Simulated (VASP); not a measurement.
**Ta: single point with BLYP**

The system is Ta.

```
Ta
1.0
     2.83763    0.00000    0.00000
    -1.41881    2.45746    0.00000
     0.00000    0.00000    5.10841
Ta
2
Direct
  0.33333 0.66667 0.25000
  0.66667 0.33333 0.75000
```

This cell differs from its parent crystal: volume scaled by 0.92.

```json
{
 "Program": "VASP 6.6.1",
 "Task": "single point",
 "Functional": "BLYP",
 "Potentials or basis": "VASP PAW PBE potentials, release 64 (Ta_pv)",
 "Cutoff": "520 eV",
 "k mesh": "14 × 14 × 7",
 "Occupations": "fermi-dirac, width 0.1 eV",
 "Spin": "no spin polarisation"
}
```

- Pressure: 18.5 GPa
- Band gap on the k mesh: zero (band 11 reaches 8.00 eV, above the bottom of band 12 at 5.94 eV)

Stress tensor (GPa, compression positive):
```
19.43  0.00  0.00
 0.00 19.43  0.00
 0.00  0.00 16.57
```

Levels at points of the mesh, in eV from the Fermi level:
```tsv
k point	band 7	band 8	band 9	band 10	band 11	band 12	band 13	band 14	band 15	band 16
(0.00, 0.00, 0.00)	-8.19	-5.05	-0.82	0.25	0.56	0.56	1.13	1.13	3.14	3.14
(0.50, 0.00, 0.00)	-4.15	-4.08	-3.53	-0.45	-0.13	0.48	0.90	5.73	6.84	7.15
```

Wall time 28 s on 1 thread of Intel(R) Xeon(R) Platinum 8559C (Emerald Rapids) (shared host), peak memory 0.19 GiB.

Caveat: the PAW data sets were made with another functional, which shifts forces and pressure a little; spin-orbit coupling is left out, which moves the levels of the heavy elements.
